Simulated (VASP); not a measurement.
# Au (Pm-3m) in VASP: a series of runs

Runs on Au. Level: PBEsol. Tasks: single point.

All numbers are computed with VASP 6.6.1; they aren't measurements. Logs are shortened: lines on timing, memory, paths and dates and some standing lists are left out, and cuts for length are marked.

## (1) The cell of the first run

The structure is cubic, space group Pm-3m (No. 221). The conventional cell has a = 2.532 Å, b = 2.532 Å, c = 2.532 Å, α = 90.00°, β = 90.00°, γ = 90.00°. Au (site symmetry m-3m) has 6 Au at 2.53 Å within 3.3 Å.

## (2) Single point, PBEsol

Input file INCAR:

```
SYSTEM = Au
PREC = Accurate
ENCUT = 520
EDIFF = 1E-6
ISMEAR = -1
SIGMA = 0.05
LREAL = .FALSE.
LASPH = .TRUE.
NELM = 80
ALGO = Normal
ISIF = 2
LWAVE = .FALSE.
LCHARG = .TRUE.
GGA = PS
LELF = .TRUE.
LVHAR = .TRUE.
NBANDS = 12
```

Input file KPOINTS:

```
Automatic mesh
0
G
  8 8 8
  0 0 0
```

Input file POSCAR:

```
Au
1.0
    2.5319413173      0.0000000000      0.0000000000
    0.0000000000      2.5319413173      0.0000000000
    0.0000000000      0.0000000000      2.5319413173
Au
1
Direct
    0.0000000000      0.0000000000      0.0000000000
```

Potentials or basis: VASP PAW PBE potentials, release 64 (Au).

Launch:

```console
cat potpaw_PBE.64/Au/POTCAR > POTCAR
mpirun -np 1 vasp_std > vasp.out
```

OUTCAR:

```text
SYSTEM = Au
   PREC = Accurate
   ENCUT = 520
   EDIFF = 1E-6
   ISMEAR = -1
   LREAL = .FALSE.
   LASPH = .TRUE.
   NELM = 80
   ISIF = 2
   GGA = PS

 ion  position               nearest neighbor table
   1  0.000  0.000  0.000-

  LATTYP: Found a simple cubic cell.
 ALAT       =     2.5319413173

  Lattice vectors:

 A1 = (   2.5319413173,   0.0000000000,   0.0000000000)
 A2 = (   0.0000000000,   2.5319413173,   0.0000000000)
 A3 = (   0.0000000000,   0.0000000000,   2.5319413173)

Analysis of symmetry for initial positions (statically):
=====================================================================
 Subroutine PRICEL returns:
 Original cell was already a primitive cell.

 Routine SETGRP: Setting up the symmetry group for a
 simple cubic supercell.

 Subroutine GETGRP returns: Found 48 space group operations
 (whereof 48 operations were pure point group operations)
 out of a pool of 48 trial point group operations.

The static configuration has the point symmetry O_h .

Analysis of symmetry for dynamics (positions and initial velocities):
=====================================================================
 Subroutine PRICEL returns:
 Original cell was already a primitive cell.

 Routine SETGRP: Setting up the symmetry group for a
 simple cubic supercell.

 Subroutine GETGRP returns: Found 48 space group operations
 (whereof 48 operations were pure point group operations)
 out of a pool of 48 trial point group operations.

The dynamic configuration has the point symmetry O_h .

 Subroutine INISYM returns: Found 48 space group operations
 (whereof 48 operations are pure point group operations),
 and found     1 'primitive' translations

----------------------------------------------------------------------------------------

                                     Primitive cell

  volume of cell :      16.2316

  direct lattice vectors                    reciprocal lattice vectors
     2.531941317  0.000000000  0.000000000     0.394953861  0.000000000  0.000000000
     0.000000000  2.531941317  0.000000000     0.000000000  0.394953861  0.000000000
     0.000000000  0.000000000  2.531941317     0.000000000  0.000000000  0.394953861

  length of vectors
     2.531941317  2.531941317  2.531941317     0.394953861  0.394953861  0.394953861

  position of ions in fractional coordinates (direct lattice)
     0.000000000  0.000000000  0.000000000

  ion indices of the primitive-cell ions
   primitive index   ion index
                 1           1

----------------------------------------------------------------------------------------

 KPOINTS: Automatic mesh

Automatic generation of k-mesh.
 Grid dimensions read from file:
 generate k-points for:    8    8    8

 Generating k-lattice:

  Cartesian coordinates                     Fractional coordinates (reciprocal lattice)
     0.049369233  0.000000000  0.000000000     0.125000000  0.000000000  0.000000000
     0.000000000  0.049369233  0.000000000     0.000000000  0.125000000  0.000000000
     0.000000000  0.000000000  0.049369233     0.000000000  0.000000000  0.125000000

  Length of vectors
     0.049369233  0.049369233  0.049369233

  Shift w.r.t. Gamma in fractional coordinates (k-lattice)
     0.000000000  0.000000000  0.000000000

 Subroutine IBZKPT returns following result:
 ===========================================

 Found     35 irreducible k-points:

 Following reciprocal coordinates:
            Coordinates               Weight
  0.000000  0.000000  0.000000      1.000000
  0.125000  0.000000  0.000000      6.000000
  0.250000  0.000000  0.000000      6.000000
  0.375000  0.000000  0.000000      6.000000
  0.500000  0.000000  0.000000      3.000000
  0.125000  0.125000  0.000000     12.000000
[... 16 lines left out ...]
  0.375000  0.375000  0.125000     24.000000
  0.500000  0.375000  0.125000     24.000000
 [... further k-points ...]
   k-points           NKPTS =     35   k-points in BZ     NKDIM =     35   number of bands    NBANDS=     12
   number of dos      NEDOS =    301   number of ions     NIONS =      1
   total plane-waves  NPLWV =   8000
   dimension x,y,z NGX =    20 NGY =   20 NGZ =   20
   dimension x,y,z NGXF=    40 NGYF=   40 NGZF=   40
   ions per type =               1
   NGX,Y,Z   is equivalent  to a cutoff of  13.13, 13.13, 13.13 a.u.
   NGXF,Y,Z  is equivalent  to a cutoff of  26.26, 26.26, 26.26 a.u.
 SYSTEM =  Au
   PREC   = accura    normal or accurate (medium, high low for compatibility)
   ISTART =      0    job   : 0-new  1-cont  2-samecut
   ICHARG =      2    charge: 1-file 2-atom 10-const
   ISPIN  =      1    spin polarized calculation?
   LNONCOLLINEAR =      F non collinear calculations
   LSORBIT =      F    spin-orbit coupling
   LASPH  =      T    aspherical Exc in radial PAW
   ENCUT  =  520.0 eV  38.22 Ry    6.18 a.u.   4.71  4.71  4.71*2*pi/ulx,y,z
   NELM   =     80;   NELMIN=  2; NELMDL= -5     # of ELM steps
   EDIFF  = 0.1E-05   stopping-criterion for ELM
   LREAL  =      F    real-space projection
   EDIFFG = 0.1E-04   stopping-criterion for IOM
   NSW    =      0    number of steps for IOM
   IBRION =     -1    ionic relax: 0-MD 1-quasi-New 2-CG
   NFREE  =      0    steps in history (QN), initial steepest desc. (CG)
   ISIF   =      2    stress and relaxation
   ISYM   =      2    0-nonsym 1-usesym 2-fastsym
   POTIM  = 0.5000    time-step for ionic-motion
   TEBEG  =    0.0;   TEEND  =   0.0 temperature during run
   PSTRESS=    0.0 pullay stress
   NELECT =      11.0000    total number of electrons
   NUPDOWN=      -1.0000    fix difference up-down
   EMIN   =  10.00;   EMAX   =-10.00  energy-range for DOS
   EFERMI =   0.00;   METHOD = LEGACY
   ISMEAR =    -1;   SIGMA  =   0.05  broadening in eV -4-tet -1-fermi 0-gaus
   EFERMI_NEDOS =   21; number of points for ismear=-14 and -15
   IALGO  =     38    algorithm
   IMIX   =      4    mixing-type and parameters
     AMIX     =   0.40;   BMIX     =  1.00
     AMIX_MAG =   1.60;   BMIX_MAG =  1.00
  volume/ion in A,a.u.               =      16.23       109.54
  Fermi-wavevector in a.u.,A,eV,Ry     =   1.437977  2.717383 28.133845  2.067779
  Thomas-Fermi vector in A             =   2.556995
   LORBIT       =      0    0 simple, 1 ext, 2 COOP (PROOUT), +10 PAW based schemes
   GGA     = PS    functional components
   LHFCALC =     F    Hartree Fock is set to
   AEXX    =    0.0000 exact exchange contribution
   IVDW    =     0    specifies the selected vdW correction
   LEPSILON=     F    determine dielectric tensor
   LRPA    =     F    only Hartree local field effects (RPA)
 non-spin polarized calculation
  energy-cutoff  :      520.00
  volume of cell :       16.23
 maximum number of plane-waves:       461
 NGX is ok and might be reduce to    20
   NGX =  9   NGY =  9   NGZ =  9

 number of electron      11.0000002 magnetization

 Free energy of the ion-electron system (eV)
  ---------------------------------------------------
  ext. energy  EPLUGINS =         0.00000000
  ---------------------------------------------------
  free energy    TOTEN  =        -3.31997408 eV

  energy without entropy =       -3.31758168  energy(sigma->0) =       -3.31877788

 E-fermi :   9.8847     XC(G=0): -13.0545

 val. band max:        9.7780284936   @ k =   0.3750   0.3750   0.0000
 cond. band min:      10.0032218391   @ k =   0.3750   0.2500   0.2500
 fundamental gap:      0.2251933456
 Fermi energy:         9.8846615361

 k-point     1 :       0.0000    0.0000    0.0000
  band No.  band energies     occupation
      1      -0.3037      2.00000
      2       2.1389      2.00000
      3       2.1389      2.00000
      4       8.3839      2.00000
      5       8.3839      2.00000
      6       8.3839      2.00000
      7      24.9461      0.00000
      8      24.9461      0.00000
      9      24.9461      0.00000
     10      31.0339      0.00000
     11      33.7877      0.00000
     12      33.7877      0.00000

 k-point     2 :       0.1250    0.0000    0.0000
  band No.  band energies     occupation
      1       0.1448      2.00000
      2       2.2212      2.00000
      3       2.5798      2.00000
      4       7.9974      2.00000
      5       7.9974      2.00000
      6       8.4152      2.00000
      7      22.2874      0.00000
      8      25.7499      0.00000
      9      25.7499      0.00000
     10      31.6206      0.00000
     11      32.1435      0.00000
     12      35.9649      0.00000

 k-point     3 :       0.2500    0.0000    0.0000
  band No.  band energies     occupation
      1       1.1055      2.00000
      2       2.4263      2.00000
      3       4.0633      2.00000
      4       7.1630      2.00000
      5       7.1630      2.00000
      6       8.4912      2.00000
      7      18.3580      0.00000
      8      27.7299      0.00000
      9      27.7299      0.00000
     10      28.8209      0.00000
     11      32.0197      0.00000
     12      39.2541      0.00000
[... 286 lines left out ...]
 k-point    23 :       0.3750    0.3750    0.1250
  band No.  band energies     occupation
      1       2.8446      2.00000
      2       3.7811      2.00000
      3       5.9639      2.00000
      4       6.0173      2.00000
      5       7.8905      2.00000
      6      10.4830      0.00001
      7      17.0876      0.00000
      8      20.7254      0.00000
      9      25.3014      0.00000
     10      29.3628      0.00000
     11      32.6330      0.00000
     12      34.1564      0.00000

 k-point    24 :       0.5000    0.3750    0.1250
  band No.  band energies     occupation
      1       2.5441      2.00000
      2       3.9183      2.00000
      3       5.7253      2.00000
      4       6.0666      2.00000
      5       8.5316      2.00000
      6      13.8156      0.00000
      7      13.8774      0.00000
      8      21.4091      0.00000
      9      23.2386      0.00000
     10      29.9050      0.00000
     11      32.1287      0.00000
     12      33.0818      0.00000

 [... further k-points ...]
[... 5 lines left out ...]
  --------------------------------------------------------------------------------------
  -------------------------------------------------------------------------------------
  Total        4.0096387      4.0096387      4.0096387      0.0000000      0.0000000     -0.0000000
  in kB      395.7809800    395.7809800    395.7809800      0.0000000      0.0000000     -0.0000000
  external PRESSURE =     395.7809800 kB  Pullay stress =       0.0000000 kB

 VOLUME and BASIS-vectors are now :
 -----------------------------------------------------------------------------
  energy-cutoff  :      520.00
  volume of cell :       16.23
      direct lattice vectors                 reciprocal lattice vectors
     2.531941317  0.000000000  0.000000000     0.394953861  0.000000000  0.000000000
     0.000000000  2.531941317  0.000000000     0.000000000  0.394953861  0.000000000
     0.000000000  0.000000000  2.531941317     0.000000000  0.000000000  0.394953861

 POSITION                                       TOTAL-FORCE (eV/Angst)
 -----------------------------------------------------------------------------------
      0.00000      0.00000      0.00000         0.000000      0.000000      0.000000
 -----------------------------------------------------------------------------------
    total drift:                               -0.000000      0.000000     -0.000000

  FREE ENERGIE OF THE ION-ELECTRON SYSTEM (eV)
  ---------------------------------------------------
  free  energy   TOTEN  =        -3.3199740815 eV

  energy  without entropy=       -3.3175816800  energy(sigma->0) =       -3.31877788
```

It took 8.5 s on 1 thread of AMD EPYC 7R13, shared host; peak memory 0.1 GiB.

What came out:

| Property | Result |
| --- | --- |
| Free energy | -3.3200 eV |
| Pressure | 39.6 GPa |

Levels at points of the mesh, in eV from the Fermi level:
| k point | band 2 | band 3 | band 4 | band 5 | band 6 | band 7 | band 8 | band 9 | band 10 | band 11 |
| --- | --- | --- | --- | --- | --- | --- | --- | --- | --- | --- |
| (0.00, 0.00, 0.00) | -7.75 | -7.75 | -1.50 | -1.50 | -1.50 | 15.06 | 15.06 | 15.06 | 21.15 | 23.90 |
| (0.50, 0.00, 0.00) | -7.15 | -3.73 | -3.73 | -1.74 | -1.28 | 3.19 | 16.36 | 19.62 | 21.31 | 21.31 |
| (0.50, 0.50, 0.00) | -6.57 | -3.32 | -3.32 | 0.18 | 3.63 | 3.63 | 8.94 | 12.82 | 21.62 | 21.62 |
| (0.50, 0.50, 0.50) | -6.81 | -6.81 | 0.33 | 0.33 | 9.33 | 9.60 | 9.60 | 9.60 | 16.82 | 19.06 |

Caveat: the PAW data sets were made with another functional, which shifts forces and pressure a little; spin-orbit coupling is left out, which moves the levels of the heavy elements.

## (3) Single point, PBEsol

This run uses another cell than the first one, of 15.41 Å³/atom, 0.949 times its volume.

Input file INCAR:

```
  PREC = Accurate
  ENCUT = 520
  EDIFF = 1E-6
  ISMEAR = -1
  SIGMA = 0.05
  LREAL = F
  LASPH = T
  NELM = 60
  ALGO = Normal
  ISIF = 2
  LWAVE = F
  LCHARG = F
  GGA = PS
  NBANDS = 12
```

Input file KPOINTS:

```
regular mesh
0
Gamma
  8 8 8
```

Input file POSCAR:

```
Au
1.0
    2.4884778303      0.0000000000      0.0000000000
    0.0000000000      2.4884778303      0.0000000000
    0.0000000000      0.0000000000      2.4884778303
Au
1
Direct
    0.0000000000      0.0000000000      0.0000000000
```

Potentials or basis: VASP PAW PBE potentials, release 64 (Au).

Launch:

```console
cat potpaw_PBE.64/Au/POTCAR > POTCAR
mpirun -np 1 vasp_std > vasp.out
```

Wall time 7.9 s (1 thread of AMD EPYC 7R13, shared host); peak memory 0.1 GiB.

It converged, with:

- Free energy: -3.0675 eV
- Pressure: 59.6 GPa

Levels at points of the mesh, in eV from the Fermi level:
| k point | band 3 | band 4 | band 5 | band 6 | band 7 | band 8 | band 9 | band 10 |
| --- | --- | --- | --- | --- | --- | --- | --- | --- |
| (0.00, 0.00, 0.00) | -8.27 | -1.49 | -1.49 | -1.49 | 15.31 | 15.31 | 15.31 | 21.72 |
| (0.50, 0.00, 0.00) | -3.94 | -3.94 | -2.03 | -1.25 | 3.51 | 16.29 | 19.86 | 21.80 |
| (0.50, 0.50, 0.00) | -3.50 | -3.50 | 0.35 | 3.60 | 3.60 | 9.62 | 13.15 | 21.84 |
| (0.50, 0.50, 0.50) | -7.30 | 0.51 | 0.51 | 9.08 | 9.93 | 9.93 | 9.93 | 18.02 |

Caveat: the PAW data sets were made with another functional, which shifts forces and pressure a little; spin-orbit coupling is left out, which moves the levels of the heavy elements.
